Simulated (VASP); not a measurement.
# Cd3Mo (P6_3/mmc) in VASP: a series of runs

Cd3Mo is run at these levels: PBE; tasks: single point, relaxation of cell and atoms.

Everything below comes from runs of VASP 6.6.1. Logs are shortened: lines on timing, memory, paths and dates and some standing lists are left out, and cuts for length are marked.

## (1) The cell of the first run

The structure is hexagonal, space group P6_3/mmc (No. 194). The conventional cell has a = 6.315 Å, b = 6.315 Å, c = 5.069 Å, α = 90.00°, β = 90.00°, γ = 120.00°. Within 4.1 Å of Cd (site symmetry mm2) lie 4 Mo at 3.12 to 3.16 Å and 8 Cd at 3.12 to 3.16 Å. Within 4.1 Å of Mo (site symmetry -6m2) lie 12 Cd at 3.12 to 3.16 Å.

## (2) Single point, PBE

Contents of INCAR:

```
PREC = Accurate ; ENCUT = 500
EDIFF = 1E-6 ; ISMEAR = 0
SIGMA = 0.1 ; LREAL = F
LASPH = T ; NELM = 120
ALGO = Normal ; ISIF = 2
LWAVE = F ; LCHARG = F
GGA = PE ; NBANDS = 60
GGA_COMPAT = F
```

Contents of KPOINTS:

```
Automatic mesh
0
Gamma
  3 3 4
```

Contents of POSCAR:

```
Cd3Mo
1.0
    6.3152962196      0.0000000000      0.0000000000
   -3.1576481098      5.4692069586      0.0000000000
    0.0000000000      0.0000000000      5.0689996179
Cd Mo
6 2
Direct
    0.8330000000      0.6660000000      0.2500000000
    0.1670000000      0.8330000000      0.7500000000
    0.3340000000      0.1670000000      0.2500000000
    0.1670000000      0.3340000000      0.7500000000
    0.8330000000      0.1670000000      0.2500000000
    0.6660000000      0.8330000000      0.7500000000
    0.3333333333      0.6666666667      0.2500000000
    0.6666666667      0.3333333333      0.7500000000
```

Potentials or basis: VASP PAW PBE potentials, release 64 (Cd, Mo_sv).

Started as:

```
$ cat potpaw_PBE.64/Cd/POTCAR potpaw_PBE.64/Mo_sv/POTCAR > POTCAR
$ mpirun -np 1 vasp_std > vasp.out
```

OUTCAR:

```text
PREC = Accurate
   ENCUT = 500
   EDIFF = 1E-6
   ISMEAR = 0
   LREAL = F
   LASPH = T
   NELM = 120
   ISIF = 2
   GGA = PE

 ion  position               nearest neighbor table
   1  0.833  0.666  0.250-   8 3.12   8 3.12   2 3.12   2 3.12   6 3.12   6 3.12   5 3.15   3 3.15
                             7 3.16   7 3.16   5 3.16   3 3.16
   2  0.167  0.833  0.750-   7 3.12   7 3.12   1 3.12   1 3.12   3 3.12   3 3.12   6 3.15   4 3.15
                             8 3.16   8 3.16   6 3.16   4 3.16
   3  0.334  0.167  0.250-   8 3.12   8 3.12   4 3.12   4 3.12   2 3.12   2 3.12   5 3.15   1 3.15
                             7 3.16   7 3.16   5 3.16   1 3.16
   4  0.167  0.334  0.750-   7 3.12   7 3.12   3 3.12   3 3.12   5 3.12   5 3.12   2 3.15   6 3.15
                             8 3.16   8 3.16   2 3.16   6 3.16
   5  0.833  0.167  0.250-   8 3.12   8 3.12   4 3.12   4 3.12   6 3.12   6 3.12   3 3.15   1 3.15
                             7 3.16   7 3.16   3 3.16   1 3.16
   6  0.666  0.833  0.750-   7 3.12   7 3.12   1 3.12   1 3.12   5 3.12   5 3.12   2 3.15   4 3.15
                             8 3.16   8 3.16   2 3.16   4 3.16
   7  0.333  0.667  0.250-   2 3.12   2 3.12   6 3.12   6 3.12   4 3.12   4 3.12   1 3.16   3 3.16
                             5 3.16   5 3.16   1 3.16   3 3.16
   8  0.667  0.333  0.750-   5 3.12   5 3.12   3 3.12   3 3.12   1 3.12   1 3.12   4 3.16   6 3.16
                             2 3.16   2 3.16   4 3.16   6 3.16

  LATTYP: Found a hexagonal cell.
 ALAT       =     6.3152962196
 C/A-ratio  =     0.8026542923

  Lattice vectors:

 A1 = (   6.3152962196,   0.0000000000,   0.0000000000)
 A2 = (  -3.1576481098,   5.4692069586,   0.0000000000)
 A3 = (   0.0000000000,   0.0000000000,   5.0689996179)

Analysis of symmetry for initial positions (statically):
=====================================================================
 Subroutine PRICEL returns:
 Original cell was already a primitive cell.

 Routine SETGRP: Setting up the symmetry group for a
 hexagonal supercell.

 Subroutine GETGRP returns: Found 24 space group operations
 (whereof 12 operations were pure point group operations)
 out of a pool of 24 trial point group operations.

The static configuration has the point symmetry D_3d.
 The point group associated with its full space group is D_6h.

Analysis of symmetry for dynamics (positions and initial velocities):
=====================================================================
 Subroutine PRICEL returns:
 Original cell was already a primitive cell.

 Routine SETGRP: Setting up the symmetry group for a
 hexagonal supercell.

 Subroutine GETGRP returns: Found 24 space group operations
 (whereof 12 operations were pure point group operations)
 out of a pool of 24 trial point group operations.

The dynamic configuration has the point symmetry D_3d.
 The point group associated with its full space group is D_6h.

 Subroutine INISYM returns: Found 24 space group operations
 (whereof 12 operations are pure point group operations),
 and found     1 'primitive' translations

----------------------------------------------------------------------------------------

                                     Primitive cell

  volume of cell :     175.0815

  direct lattice vectors                    reciprocal lattice vectors
     6.315296220  0.000000000  0.000000000     0.158345700  0.091420932  0.000000000
    -3.157648110  5.469206959  0.000000000     0.000000000  0.182841865  0.000000000
     0.000000000  0.000000000  5.068999618     0.000000000  0.000000000  0.197277584

  length of vectors
     6.315296220  6.315296220  5.068999618     0.182841865  0.182841865  0.197277584

  position of ions in fractional coordinates (direct lattice)
     0.833000000  0.666000000  0.250000000
     0.167000000  0.833000000  0.750000000
     0.334000000  0.167000000  0.250000000
     0.167000000  0.334000000  0.750000000
     0.833000000  0.167000000  0.250000000
     0.666000000  0.833000000  0.750000000
     0.333333333  0.666666667  0.250000000
     0.666666667  0.333333333  0.750000000

  ion indices of the primitive-cell ions
   primitive index   ion index
                 1           1
                 2           2
                 3           3
                 4           4
                 5           5
                 6           6
                 7           7
                 8           8

----------------------------------------------------------------------------------------

 KPOINTS: Automatic mesh

Automatic generation of k-mesh.
 Grid dimensions read from file:
 generate k-points for:    3    3    4

 Generating k-lattice:

  Cartesian coordinates                     Fractional coordinates (reciprocal lattice)
     0.052781900  0.030473644  0.000000000     0.333333333  0.000000000  0.000000000
     0.000000000  0.060947288  0.000000000     0.000000000  0.333333333  0.000000000
     0.000000000  0.000000000  0.049319396     0.000000000  0.000000000  0.250000000

  Length of vectors
     0.060947288  0.060947288  0.049319396

  Shift w.r.t. Gamma in fractional coordinates (k-lattice)
     0.000000000  0.000000000  0.000000000

 Subroutine IBZKPT returns following result:
 ===========================================

 Found      9 irreducible k-points:

 Following reciprocal coordinates:
            Coordinates               Weight
  0.000000  0.000000  0.000000      1.000000
  0.333333  0.000000  0.000000      6.000000
  0.333333  0.333333  0.000000      2.000000
  0.000000  0.000000  0.250000      2.000000
  0.333333  0.000000  0.250000     12.000000
  0.333333  0.333333  0.250000      4.000000
  0.000000  0.000000  0.500000      1.000000
  0.333333  0.000000  0.500000      6.000000
  0.333333  0.333333  0.500000      2.000000
   k-points           NKPTS =      9   k-points in BZ     NKDIM =      9   number of bands    NBANDS=     60
   number of dos      NEDOS =    301   number of ions     NIONS =      8
   total plane-waves  NPLWV =  92160
   dimension x,y,z NGX =    48 NGY =   48 NGZ =   40
   dimension x,y,z NGXF=    96 NGYF=   96 NGZF=   80
   ions per type =               6   2
   NGX,Y,Z   is equivalent  to a cutoff of  12.64, 12.64, 13.12 a.u.
   NGXF,Y,Z  is equivalent  to a cutoff of  25.27, 25.27, 26.24 a.u.
 SYSTEM =  unknown system
   PREC   = accura    normal or accurate (medium, high low for compatibility)
   ISTART =      0    job   : 0-new  1-cont  2-samecut
   ICHARG =      2    charge: 1-file 2-atom 10-const
   ISPIN  =      1    spin polarized calculation?
   LNONCOLLINEAR =      F non collinear calculations
   LSORBIT =      F    spin-orbit coupling
   LASPH  =      T    aspherical Exc in radial PAW
   ENCUT  =  500.0 eV  36.75 Ry    6.06 a.u.  11.51 11.51  9.24*2*pi/ulx,y,z
   NELM   =    120;   NELMIN=  2; NELMDL= -5     # of ELM steps
   EDIFF  = 0.1E-05   stopping-criterion for ELM
   LREAL  =      F    real-space projection
   EDIFFG = 0.1E-04   stopping-criterion for IOM
   NSW    =      0    number of steps for IOM
   IBRION =     -1    ionic relax: 0-MD 1-quasi-New 2-CG
   NFREE  =      0    steps in history (QN), initial steepest desc. (CG)
   ISIF   =      2    stress and relaxation
   ISYM   =      2    0-nonsym 1-usesym 2-fastsym
   POTIM  = 0.5000    time-step for ionic-motion
   TEBEG  =    0.0;   TEEND  =   0.0 temperature during run
   PSTRESS=    0.0 pullay stress
   NELECT =     100.0000    total number of electrons
   NUPDOWN=      -1.0000    fix difference up-down
   EMIN   =  10.00;   EMAX   =-10.00  energy-range for DOS
   EFERMI =   0.00;   METHOD = LEGACY
   ISMEAR =     0;   SIGMA  =   0.10  broadening in eV -4-tet -1-fermi 0-gaus
   EFERMI_NEDOS =   21; number of points for ismear=-14 and -15
   IALGO  =     38    algorithm
   IMIX   =      4    mixing-type and parameters
     AMIX     =   0.40;   BMIX     =  1.00
     AMIX_MAG =   1.60;   BMIX_MAG =  1.00
  volume/ion in A,a.u.               =      21.89       147.69
  Fermi-wavevector in a.u.,A,eV,Ry     =   1.358297  2.566809 25.102348  1.844971
  Thomas-Fermi vector in A             =   2.485142
   LORBIT       =      0    0 simple, 1 ext, 2 COOP (PROOUT), +10 PAW based schemes
   GGA     = PE    functional components
   LHFCALC =     F    Hartree Fock is set to
   AEXX    =    0.0000 exact exchange contribution
   IVDW    =     0    specifies the selected vdW correction
   LEPSILON=     F    determine dielectric tensor
   LRPA    =     F    only Hartree local field effects (RPA)
 non-spin polarized calculation
 Gauss-broadening in eV      SIGMA  =   0.10
  energy-cutoff  :      500.00
  volume of cell :      175.08
 maximum number of plane-waves:      4470
 NGX is ok and might be reduce to    48
   NGX = 23   NGY = 23   NGZ = 19

 number of electron     100.0000000 magnetization

 number of electron      99.9999968 magnetization

 Free energy of the ion-electron system (eV)
  ---------------------------------------------------
  ext. energy  EPLUGINS =         0.00000000
  ---------------------------------------------------
  free energy    TOTEN  =       -22.05707095 eV

  energy without entropy =      -22.02198955  energy(sigma->0) =      -22.03953025

 E-fermi :   3.7672     XC(G=0): -11.1151

 val. band max:        3.7348328748   @ k =   0.0000   0.0000   0.5000
 cond. band min:       3.7730510859   @ k =   0.3333   0.0000   0.0000
 fundamental gap:      0.0382182111
 Fermi energy:         3.7671631937

 k-point     1 :       0.0000    0.0000    0.0000
  band No.  band energies     occupation
      1     -57.0101      2.00000
      2     -57.0098      2.00000
      3     -31.1014      2.00000
      4     -31.0978      2.00000
      5     -31.0697      2.00000
      6     -31.0697      2.00000
[... 52 lines left out ...]
     59       8.0797      0.00000
     60       8.5243      0.00000

 k-point     2 :       0.3333    0.0000    0.0000
  band No.  band energies     occupation
      1     -57.0101      2.00000
      2     -57.0099      2.00000
      3     -31.1006      2.00000
      4     -31.0985      2.00000
      5     -31.0701      2.00000
      6     -31.0695      2.00000
[... 438 lines left out ...]
      4     -31.1005      2.00000
      5     -31.0681      2.00000
      6     -31.0681      2.00000
[... 52 lines left out ...]
     59       7.6616      0.00000
     60       7.6616      0.00000

------------------------ aborting loop because EDIFF is reached ----------------------------------------

  FORCE on cell =-STRESS in cart. coord.  units (eV):
  Direction    XX          YY          ZZ          XY          YZ          ZX
  --------------------------------------------------------------------------------------
  -------------------------------------------------------------------------------------
  Total      -10.5316713    -10.5316713     -7.4924431      0.0000000     -0.0000000      0.0000000
  in kB      -96.3756978    -96.3756978    -68.5636132      0.0000000     -0.0000000      0.0000000
  external PRESSURE =     -87.1050030 kB  Pullay stress =       0.0000000 kB

 VOLUME and BASIS-vectors are now :
 -----------------------------------------------------------------------------
  energy-cutoff  :      500.00
  volume of cell :      175.08
      direct lattice vectors                 reciprocal lattice vectors
     6.315296220  0.000000000  0.000000000     0.158345700  0.091420932  0.000000000
    -3.157648110  5.469206959  0.000000000     0.000000000  0.182841865  0.000000000
     0.000000000  0.000000000  5.068999618     0.000000000  0.000000000  0.197277584

 POSITION                                       TOTAL-FORCE (eV/Angst)
 -----------------------------------------------------------------------------------
      3.15765      3.64249      1.26725        -0.000000     -0.506949      0.000000
     -1.57567      4.55585      3.80175         0.439031     -0.253475     -0.000000
      1.58198      0.91336      1.26725         0.439031      0.253475      0.000000
      0.00000      1.82672      3.80175        -0.000000      0.506949     -0.000000
      4.73331      0.91336      1.26725        -0.439031      0.253475      0.000000
      1.57567      4.55585      3.80175        -0.439031     -0.253475     -0.000000
     -0.00000      3.64614      1.26725        -0.000000     -0.000000      0.000000
      3.15765      1.82307      3.80175        -0.000000     -0.000000      0.000000
 -----------------------------------------------------------------------------------
    total drift:                               -0.000000      0.000000      0.000000

  FREE ENERGIE OF THE ION-ELECTRON SYSTEM (eV)
  ---------------------------------------------------
  free  energy   TOTEN  =       -22.0570709473 eV

  energy  without entropy=      -22.0219895543  energy(sigma->0) =      -22.03953025
```

Wall time 1.9 min (1 thread of Intel Xeon Platinum 8259CL at 2.50GHz (Skylake/Cascade Lake), shared host); peak memory 0.32 GiB.

Results:

```
Free energy            : -22.0571 eV
Pressure               : -8.7 GPa
Largest force          : 0.507 eV/Å
Band gap on the k mesh : zero (bands 50 and 51 overlap by 0.04 eV)
```

Forces in eV/Å, atoms in the order of the input:
```
Cd   0.000 -0.507  0.000
Cd   0.439 -0.253  0.000
Cd   0.439  0.253  0.000
Cd   0.000  0.507  0.000
Cd  -0.439  0.253  0.000
Cd  -0.439 -0.253  0.000
Mo   0.000  0.000  0.000
Mo   0.000  0.000  0.000
```

Caveat: the k points lie up to 0.38 Å⁻¹ apart.

## (3) Single point, PBE

This run uses another cell than the first one, of 19.34 Å³/atom.

Contents of INCAR:

```
SYSTEM = Cd3Mo
PREC = Accurate
ENCUT = 500
EDIFF = 1E-6
ISMEAR = 0
SIGMA = 0.1
LREAL = .FALSE.
LASPH = .TRUE.
NELM = 120
ALGO = Normal
ISIF = 2
LWAVE = .FALSE.
LCHARG = .FALSE.
GGA = PE
NBANDS = 60
GGA_COMPAT = .FALSE.
```

Contents of KPOINTS:

```
regular mesh
0
G
  3 3 4
  0 0 0
```

Contents of POSCAR:

```
Cd3Mo
1.0
    5.9940185919      0.0000000000      0.0000000000
   -2.9970092959      5.1909723713      0.0000000000
    0.0000000000      0.0000000000      4.9729251907
Cd Mo
6 2
Direct
    0.8294572758      0.6589145516      0.2500000000
    0.1705427242      0.8294572758      0.7500000000
    0.3410854484      0.1705427242      0.2500000000
    0.1705427242      0.3410854484      0.7500000000
    0.8294572758      0.1705427242      0.2500000000
    0.6589145516      0.8294572758      0.7500000000
    0.3333333333      0.6666666667      0.2500000000
    0.6666666667      0.3333333333      0.7500000000
```

Potentials or basis: VASP PAW PBE potentials, release 64 (Cd, Mo_sv).

Started as:

```
$ cat potpaw_PBE.64/Cd/POTCAR potpaw_PBE.64/Mo_sv/POTCAR > POTCAR
$ mpirun -np 1 vasp_std > vasp.out
```

It took 91 s on 1 thread of Intel Xeon Platinum 8259CL at 2.50GHz (Skylake/Cascade Lake), shared host; peak memory 0.29 GiB.

The run converged. Its results:

```
Free energy            : -22.7657 eV
Pressure               : 0.6 GPa
Band gap on the k mesh : zero (bands 50 and 51 overlap by 0.11 eV)
```

Stress tensor (GPa, compression positive):
```
0.49 0.00 0.00
0.00 0.49 0.00
0.00 0.00 0.82
```

Levels at points of the mesh, in eV from the Fermi level:
```csv
k point,band 47,band 48,band 49,band 50,band 51,band 52,band 53,band 54
"(0.00, 0.00, 0.00)",-0.54,-0.54,-0.40,-0.40,0.54,0.67,0.67,1.08
"(0.00, 0.00, 0.50)",-1.05,-1.05,-1.05,-1.05,-0.11,-0.11,0.94,0.94
```

Caveat: the k points lie up to 0.40 Å⁻¹ apart.

## (4) Relaxation of cell and atoms, PBE

Contents of INCAR:

```
ALGO = Normal
EDIFF = 1E-7
EDIFFG = -0.04
ENCUT = 500
GGA = PE
GGA_COMPAT = F
IBRION = 2
ISIF = 3
ISMEAR = 0
LASPH = T
LCHARG = F
LREAL = F
LWAVE = F
NELM = 120
NELMIN = 4
NSW = 90
PREC = Accurate
SIGMA = 0.1
```

Contents of KPOINTS:

```
k-points
0
Gamma
  3 3 4
```

Contents of POSCAR:

```
Cd3Mo
1.0
    6.3152962196      0.0000000000      0.0000000000
   -3.1576481098      5.4692069586      0.0000000000
    0.0000000000      0.0000000000      5.0689996179
Cd Mo
6 2
Direct
    0.8330000000      0.6660000000      0.2500000000
    0.1670000000      0.8330000000      0.7500000000
    0.3340000000      0.1670000000      0.2500000000
    0.1670000000      0.3340000000      0.7500000000
    0.8330000000      0.1670000000      0.2500000000
    0.6660000000      0.8330000000      0.7500000000
    0.3333333333      0.6666666667      0.2500000000
    0.6666666667      0.3333333333      0.7500000000
```

Started as:

```
$ cat potpaw_PBE.64/Cd/POTCAR potpaw_PBE.64/Mo_sv/POTCAR > POTCAR
$ mpirun -np 1 vasp_std > vasp.out
```

Wall time 8.8 min (1 thread of Intel Xeon Platinum 8259CL at 2.50GHz (Skylake/Cascade Lake), shared host); peak memory 0.33 GiB.

Results (log left out):

- Free energy: -22.7710 eV
- Relaxed volume: 19.41 Å³/atom
- Relaxed cell: a = 5.995 Å, b = 5.995 Å, c = 4.989 Å, α = 90.00°, β = 90.00°, γ = 120.00°
- Space group after relaxing (to 0.1 Å): P6_3/mmc (No. 194)
- Energy gained by relaxing: 89.2 meV/atom
- Ionic steps: 5
- Pressure after relaxing: 0.2 GPa
- Largest force after relaxing: 0.022 eV/Å
- Band gap on the k mesh: zero (bands 50 and 51 overlap by 0.11 eV)

Forces in eV/Å, atoms in the order of the input:
```
Cd   0.000  0.022  0.000
Cd  -0.019  0.011  0.000
Cd  -0.019 -0.011  0.000
Cd   0.000 -0.022  0.000
Cd   0.019 -0.011  0.000
Cd   0.019  0.011  0.000
Mo   0.000  0.000  0.000
Mo   0.000  0.000  0.000
```

The path:
```
step  energy change (eV)  largest force (eV/Å)  pressure (GPa)  volume (Å³)
   1              0.0000                0.5073           -8.71       175.08
   2             -0.5282                0.1105            6.55       146.62
   3             -0.6767                0.2788            0.36       154.65
   4             -0.7074                0.1099            0.25       155.03
   5             -0.7139                0.0219            0.22       155.30
```

Final structure:
```
CELL_PARAMETERS angstrom
5.99524 0.00000 0.00000
-2.99762 5.19203 0.00000
0.00000 0.00000 4.98923
ATOMIC_POSITIONS crystal
Cd 0.82928 0.65857 0.25000
Cd 0.17072 0.82928 0.75000
Cd 0.34143 0.17072 0.25000
Cd 0.17072 0.34143 0.75000
Cd 0.82928 0.17072 0.25000
Cd 0.65857 0.82928 0.75000
Mo 0.33333 0.66667 0.25000
Mo 0.66667 0.33333 0.75000
```

Levels at points of the mesh, in eV from the Fermi level:
```tsv
k point	band 48	band 49	band 50	band 51	band 52	band 53
(0.00, 0.00, 0.00)	-0.53	-0.39	-0.39	0.52	0.67	0.67
(0.00, 0.00, 0.50)	-1.03	-1.03	-1.03	-0.12	-0.12	0.94
```

Caveat: the k points lie up to 0.40 Å⁻¹ apart in the final cell.

## (5) Summary

| task | cell | gap on the mesh (eV) | pressure (GPa) | largest force (eV/Å) |
| --- | --- | --- | --- | --- |
| single point | a = 6.315, b = 6.315, c = 5.069 Å, angles 90.0, 90.0, 120.0°, 8 atoms, atomic positions A | none | -8.7 | 0.51 |
| single point | a = 5.994, b = 5.994, c = 4.973 Å, angles 90.0, 90.0, 120.0°, 8 atoms, atomic positions B | none | 0.6 | - |
| relaxation of cell and atoms | relaxed from a = 6.315, b = 6.315, c = 5.069 Å, angles 90.0, 90.0, 120.0°, 8 atoms, atomic positions A | none | 0.2 | 0.02 |

Alike in all rows: level PBE; potentials or basis VASP PAW PBE potentials, release 64 (Cd, Mo_sv); no spin polarisation; k mesh 3 × 3 × 4; cutoff (eV) 500; smearing gaussian 0.1 eV.

Caveats: all runs use coarse meshes.

Absolute energies hang on the potentials; compare differences alone.

The gap in the log of VASP goes by the Fermi energy; the results here count the filled bands.